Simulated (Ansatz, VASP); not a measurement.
## Two plane-wave programs on AgCl

File INCAR:

```
PREC = Accurate ; ENCUT = 520
EDIFF = 1E-6 ; ISMEAR = 0
SIGMA = 0.05 ; LREAL = F
LASPH = T ; NELM = 60
ALGO = Normal ; ISIF = 2
LWAVE = F ; LCHARG = T
GGA = PE ; LELF = T
LVHAR = T ; NBANDS = 16
```

File KPOINTS:

```
Automatic mesh
0
Gamma
  8 8 8
```

The input POSCAR:

```
AgCl
1.0
    0.0623958750      2.7731500000      2.7731500000
    2.8355458750      0.0000000000      2.8355458750
    2.7731500000      2.7731500000      0.0623958750
Ag Cl
1 1
Direct
    0.5000000000      0.5000000000      0.5000000000
    0.0000000000      0.0000000000      0.0000000000
```

Input for Ansatz:

```yaml
crystal:
  lattice:
    - [0.062395875, 2.77315, 2.77315]
    - [2.835545875, 0.0, 2.835545875]
    - [2.77315, 2.77315, 0.062395875]
  atoms:
    - { symbol: Ag, position: [0.5, 0.5, 0.5] }
    - { symbol: Cl, position: [0.0, 0.0, 0.0] }
basis:
  ecutwfc: 420
kpoints:
  mp_grid: { grid: [8, 8, 8] }
hamiltonian:
  xc: pbe
scf:
  occupations: { method: gaussian, width: 0.05 }
output:
  forces: true
  stress: true
  eigenvalues: true
```

Change from the starting cell: strain +0.0450 x Voigt [0, 0, 0, 0, 1, 0], atoms carried along.

Alike in both runs: task single point; functional PBE; k mesh 8 × 8 × 8; occupations gaussian, width 0.05 eV; no spin polarisation.

|  | VASP | Ansatz |
| --- | --- | --- |
| version | VASP 6.6.1 | Ansatz 0.2.0 |
| potentials or method | VASP PAW PBE potentials, release 64 (Ag, Cl), cutoff 520 eV | scalar-relativistic, plane waves, PAW |
| valence electrons in the cell | 18 | 26 |

|  | VASP | Ansatz | Ansatz less VASP |
| --- | --- | --- | --- |
| gap on the k mesh at the Fermi level (eV) | 0.87 | 0.87 | +0.003 |
| least direct gap on the mesh (eV) | 3.12 | 3.12 | -0.002 |
| pressure (GPa) | 1.5 | 1.6 | +0.14 |
| traceless stress, the component that is largest in VASP (GPa) | -0.24 | -0.24 | +0.002 |

VASP's potentials hold 18 valence electrons a cell and Ansatz's 26, so a difference there can come from the potentials and not from the codes.
